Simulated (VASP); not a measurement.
# KF (Pm-3m) in VASP: notebook

Aim: see how the results for KF move with the level of theory and the settings. Levels: PBE, r2SCAN. Tasks: single point.

All numbers are computed with VASP 6.6.1; they aren't measurements. Logs are shortened: lines on timing, memory, paths and dates and some standing lists are left out, and cuts for length are marked.

## (1) The cell of the first run

Symmetry: Pm-3m, No. 221, cubic system. The conventional cell has a = 3.123 Å, b = 3.123 Å, c = 3.123 Å, α = 90.00°, β = 90.00°, γ = 90.00°. Within 3.6 Å of K (site symmetry m-3m) lie 8 F at 2.70 Å and 6 K at 3.12 Å. Within 3.6 Å of F (site symmetry m-3m) lie 8 K at 2.70 Å and 6 F at 3.12 Å.

## (2) Single point, PBE (strain -1.8%)

Input file INCAR:

```
SYSTEM = KF
PREC = Accurate ; ENCUT = 520
EDIFF = 1E-6 ; ISMEAR = -1
SIGMA = 0.02 ; LREAL = .False.
LASPH = .True. ; NELM = 100
ALGO = Normal ; ISIF = 2
LWAVE = .False. ; LCHARG = .True.
GGA = PE ; LELF = .True.
LVHAR = .True. ; NBANDS = 15
```

Input file KPOINTS:

```
Automatic mesh
0
Gamma
  8 8 8
  0 0 0
```

Input file POSCAR:

```
KF
1.0
    3.1229225575      0.0000000000      0.0000000000
    0.0000000000      3.1229225575      0.0000000000
    0.0000000000      0.0000000000      3.1229225575
K F
1 1
Direct
    0.0000000000      0.0000000000      0.0000000000
    0.5000000000      0.5000000000      0.5000000000
```

Potentials or basis: VASP PAW PBE potentials, release 64 (K_sv, F).

The run is started by

```console
cat potpaw_PBE.64/K_sv/POTCAR potpaw_PBE.64/F/POTCAR > POTCAR
mpirun -np 1 vasp_std > vasp.out
```

OUTCAR:

```text
SYSTEM = KF
   PREC = Accurate
   ENCUT = 520
   EDIFF = 1E-6
   ISMEAR = -1
   LREAL = .False.
   LASPH = .True.
   NELM = 100
   ISIF = 2
   GGA = PE

 ion  position               nearest neighbor table
   1  0.000  0.000  0.000-   2 2.70   2 2.70   2 2.70   2 2.70   2 2.70   2 2.70   2 2.70   2 2.70

   2  0.500  0.500  0.500-   1 2.70   1 2.70   1 2.70   1 2.70   1 2.70   1 2.70   1 2.70   1 2.70

  LATTYP: Found a simple cubic cell.
 ALAT       =     3.1229225575

  Lattice vectors:

 A1 = (   3.1229225575,   0.0000000000,   0.0000000000)
 A2 = (   0.0000000000,   3.1229225575,   0.0000000000)
 A3 = (   0.0000000000,   0.0000000000,   3.1229225575)

Analysis of symmetry for initial positions (statically):
=====================================================================
 Subroutine PRICEL returns:
 Original cell was already a primitive cell.

 Routine SETGRP: Setting up the symmetry group for a
 simple cubic supercell.

 Subroutine GETGRP returns: Found 48 space group operations
 (whereof 48 operations were pure point group operations)
 out of a pool of 48 trial point group operations.

The static configuration has the point symmetry O_h .

Analysis of symmetry for dynamics (positions and initial velocities):
=====================================================================
 Subroutine PRICEL returns:
 Original cell was already a primitive cell.

 Routine SETGRP: Setting up the symmetry group for a
 simple cubic supercell.

 Subroutine GETGRP returns: Found 48 space group operations
 (whereof 48 operations were pure point group operations)
 out of a pool of 48 trial point group operations.

The dynamic configuration has the point symmetry O_h .

 Subroutine INISYM returns: Found 48 space group operations
 (whereof 48 operations are pure point group operations),
 and found     1 'primitive' translations

----------------------------------------------------------------------------------------

                                     Primitive cell

  volume of cell :      30.4568

  direct lattice vectors                    reciprocal lattice vectors
     3.122922557  0.000000000  0.000000000     0.320212872  0.000000000  0.000000000
     0.000000000  3.122922557  0.000000000     0.000000000  0.320212872  0.000000000
     0.000000000  0.000000000  3.122922557     0.000000000  0.000000000  0.320212872

  length of vectors
     3.122922557  3.122922557  3.122922557     0.320212872  0.320212872  0.320212872

  position of ions in fractional coordinates (direct lattice)
     0.000000000  0.000000000  0.000000000
     0.500000000  0.500000000  0.500000000

  ion indices of the primitive-cell ions
   primitive index   ion index
                 1           1
                 2           2

----------------------------------------------------------------------------------------

 KPOINTS: Automatic mesh

Automatic generation of k-mesh.
 Grid dimensions read from file:
 generate k-points for:    8    8    8

 Generating k-lattice:

  Cartesian coordinates                     Fractional coordinates (reciprocal lattice)
     0.040026609  0.000000000  0.000000000     0.125000000  0.000000000  0.000000000
     0.000000000  0.040026609  0.000000000     0.000000000  0.125000000  0.000000000
     0.000000000  0.000000000  0.040026609     0.000000000  0.000000000  0.125000000

  Length of vectors
     0.040026609  0.040026609  0.040026609

  Shift w.r.t. Gamma in fractional coordinates (k-lattice)
     0.000000000  0.000000000  0.000000000

 Subroutine IBZKPT returns following result:
 ===========================================

 Found     35 irreducible k-points:

 Following reciprocal coordinates:
            Coordinates               Weight
  0.000000  0.000000  0.000000      1.000000
  0.125000  0.000000  0.000000      6.000000
  0.250000  0.000000  0.000000      6.000000
  0.375000  0.000000  0.000000      6.000000
  0.500000  0.000000  0.000000      3.000000
  0.125000  0.125000  0.000000     12.000000
[... 16 lines left out ...]
  0.375000  0.375000  0.125000     24.000000
  0.500000  0.375000  0.125000     24.000000
 [... further k-points ...]
   k-points           NKPTS =     35   k-points in BZ     NKDIM =     35   number of bands    NBANDS=     15
   number of dos      NEDOS =    301   number of ions     NIONS =      2
   total plane-waves  NPLWV =  13824
   dimension x,y,z NGX =    24 NGY =   24 NGZ =   24
   dimension x,y,z NGXF=    48 NGYF=   48 NGZF=   48
   ions per type =               1   1
   NGX,Y,Z   is equivalent  to a cutoff of  12.78, 12.78, 12.78 a.u.
   NGXF,Y,Z  is equivalent  to a cutoff of  25.55, 25.55, 25.55 a.u.
 SYSTEM =  KF
   PREC   = accura    normal or accurate (medium, high low for compatibility)
   ISTART =      0    job   : 0-new  1-cont  2-samecut
   ICHARG =      2    charge: 1-file 2-atom 10-const
   ISPIN  =      1    spin polarized calculation?
   LNONCOLLINEAR =      F non collinear calculations
   LSORBIT =      F    spin-orbit coupling
   LASPH  =      T    aspherical Exc in radial PAW
   ENCUT  =  520.0 eV  38.22 Ry    6.18 a.u.   5.81  5.81  5.81*2*pi/ulx,y,z
   NELM   =    100;   NELMIN=  2; NELMDL= -5     # of ELM steps
   EDIFF  = 0.1E-05   stopping-criterion for ELM
   LREAL  =      F    real-space projection
   EDIFFG = 0.1E-04   stopping-criterion for IOM
   NSW    =      0    number of steps for IOM
   IBRION =     -1    ionic relax: 0-MD 1-quasi-New 2-CG
   NFREE  =      0    steps in history (QN), initial steepest desc. (CG)
   ISIF   =      2    stress and relaxation
   ISYM   =      2    0-nonsym 1-usesym 2-fastsym
   POTIM  = 0.5000    time-step for ionic-motion
   TEBEG  =    0.0;   TEEND  =   0.0 temperature during run
   PSTRESS=    0.0 pullay stress
   NELECT =      16.0000    total number of electrons
   NUPDOWN=      -1.0000    fix difference up-down
   EMIN   =  10.00;   EMAX   =-10.00  energy-range for DOS
   EFERMI =   0.00;   METHOD = LEGACY
   ISMEAR =    -1;   SIGMA  =   0.02  broadening in eV -4-tet -1-fermi 0-gaus
   EFERMI_NEDOS =   21; number of points for ismear=-14 and -15
   IALGO  =     38    algorithm
   IMIX   =      4    mixing-type and parameters
     AMIX     =   0.40;   BMIX     =  1.00
     AMIX_MAG =   1.60;   BMIX_MAG =  1.00
  volume/ion in A,a.u.               =      15.23       102.77
  Fermi-wavevector in a.u.,A,eV,Ry     =   1.320952  2.496237 23.740989  1.744913
  Thomas-Fermi vector in A             =   2.450741
   LORBIT       =      0    0 simple, 1 ext, 2 COOP (PROOUT), +10 PAW based schemes
   GGA     = PE    functional components
   LHFCALC =     F    Hartree Fock is set to
   AEXX    =    0.0000 exact exchange contribution
   IVDW    =     0    specifies the selected vdW correction
   LEPSILON=     F    determine dielectric tensor
   LRPA    =     F    only Hartree local field effects (RPA)
 non-spin polarized calculation
  energy-cutoff  :      520.00
  volume of cell :       30.46
 maximum number of plane-waves:       840
 NGX is ok and might be reduce to    24
   NGX = 11   NGY = 11   NGZ = 11

 number of electron      15.9999999 magnetization

 Free energy of the ion-electron system (eV)
  ---------------------------------------------------
  ext. energy  EPLUGINS =         0.00000000
  ---------------------------------------------------
  free energy    TOTEN  =        -8.02031034 eV

  energy without entropy =       -8.02031034  energy(sigma->0) =       -8.02031034

 E-fermi :  -1.1663     XC(G=0):  -9.6616

 val. band max:       -1.6021001645   @ k =   0.5000   0.5000   0.0000
 cond. band min:       5.6207769352   @ k =   0.0000   0.0000   0.0000
 fundamental gap:      7.2228770997
 Fermi energy:        -1.1662581978

 k-point     1 :       0.0000    0.0000    0.0000
  band No.  band energies     occupation
      1     -28.3592      2.00000
      2     -20.6138      2.00000
      3     -11.2057      2.00000
      4     -11.2057      2.00000
      5     -11.2057      2.00000
      6      -1.6246      2.00000
      7      -1.6246      2.00000
      8      -1.6246      2.00000
      9       5.6208      0.00000
     10       6.8235      0.00000
     11       6.8235      0.00000
     12      13.0257      0.00000
     13      13.0257      0.00000
     14      13.0257      0.00000
     15      21.2724      0.00000

 k-point     2 :       0.1250    0.0000    0.0000
  band No.  band energies     occupation
      1     -28.3299      2.00000
      2     -20.6254      2.00000
      3     -11.3453      2.00000
      4     -11.1820      2.00000
      5     -11.1820      2.00000
      6      -1.8648      2.00000
      7      -1.6500      2.00000
      8      -1.6500      2.00000
      9       6.0754      0.00000
     10       6.9573      0.00000
     11       7.2621      0.00000
     12      12.7419      0.00000
     13      12.7419      0.00000
     14      13.0812      0.00000
     15      19.9024      0.00000

 k-point     3 :       0.2500    0.0000    0.0000
  band No.  band energies     occupation
      1     -28.2579      2.00000
      2     -20.6559      2.00000
      3     -11.6626      2.00000
      4     -11.1239      2.00000
      5     -11.1239      2.00000
      6      -2.3820      2.00000
      7      -1.7135      2.00000
      8      -1.7135      2.00000
      9       7.1293      0.00000
     10       7.3143      0.00000
     11       8.4476      0.00000
     12      12.1599      0.00000
     13      12.1599      0.00000
     14      13.2195      0.00000
     15      18.1404      0.00000
[... 343 lines left out ...]
 k-point    23 :       0.3750    0.3750    0.1250
  band No.  band energies     occupation
      1     -28.0193      2.00000
      2     -20.5533      2.00000
      3     -12.0877      2.00000
      4     -12.0186      2.00000
      5     -11.1335      2.00000
      6      -2.3990      2.00000
      7      -2.2449      2.00000
      8      -1.8115      2.00000
      9       8.0210      0.00000
     10       8.5164      0.00000
     11      10.7112      0.00000
     12      10.8149      0.00000
     13      11.9784      0.00000
     14      12.8883      0.00000
     15      17.0156      0.00000

 k-point    24 :       0.5000    0.3750    0.1250
  band No.  band energies     occupation
      1     -27.9945      2.00000
      2     -20.5332      2.00000
      3     -12.2082      2.00000
      4     -12.0691      2.00000
      5     -11.1122      2.00000
      6      -2.3945      2.00000
      7      -2.2790      2.00000
      8      -1.8012      2.00000
      9       7.8111      0.00000
     10       8.4854      0.00000
     11      10.5290      0.00000
     12      10.7439      0.00000
     13      12.4468      0.00000
     14      14.1761      0.00000
     15      15.9745      0.00000

 [... further k-points ...]
[... 5 lines left out ...]
  --------------------------------------------------------------------------------------
  -------------------------------------------------------------------------------------
  Total        1.1136050      1.1136050      1.1136050     -0.0000000      0.0000000      0.0000000
  in kB       58.5811780     58.5811780     58.5811780     -0.0000000      0.0000000      0.0000000
  external PRESSURE =      58.5811780 kB  Pullay stress =       0.0000000 kB

 VOLUME and BASIS-vectors are now :
 -----------------------------------------------------------------------------
  energy-cutoff  :      520.00
  volume of cell :       30.46
      direct lattice vectors                 reciprocal lattice vectors
     3.122922557  0.000000000  0.000000000     0.320212872  0.000000000  0.000000000
     0.000000000  3.122922557  0.000000000     0.000000000  0.320212872  0.000000000
     0.000000000  0.000000000  3.122922557     0.000000000  0.000000000  0.320212872

 POSITION                                       TOTAL-FORCE (eV/Angst)
 -----------------------------------------------------------------------------------
      0.00000      0.00000      0.00000         0.000000      0.000000      0.000000
      1.56146      1.56146      1.56146         0.000000      0.000000      0.000000
 -----------------------------------------------------------------------------------
    total drift:                                0.000000      0.000000     -0.000000

  FREE ENERGIE OF THE ION-ELECTRON SYSTEM (eV)
  ---------------------------------------------------
  free  energy   TOTEN  =        -8.0203103362 eV

  energy  without entropy=       -8.0203103362  energy(sigma->0) =       -8.02031034
```

Run time: 5.7 s. Hardware: 1 thread of Intel Xeon 6975P-C (Granite Rapids), shared host; peak memory 0.14 GiB.

What came out:

* Free energy: -8.0203 eV
* Pressure: 5.9 GPa
* Band gap on the k mesh: 7.22 eV, indirect (least direct gap 7.25 eV)

Caveat: the cell differs from its parent crystal (strain -1.8%).

(Part 1 of 2 ends here.)
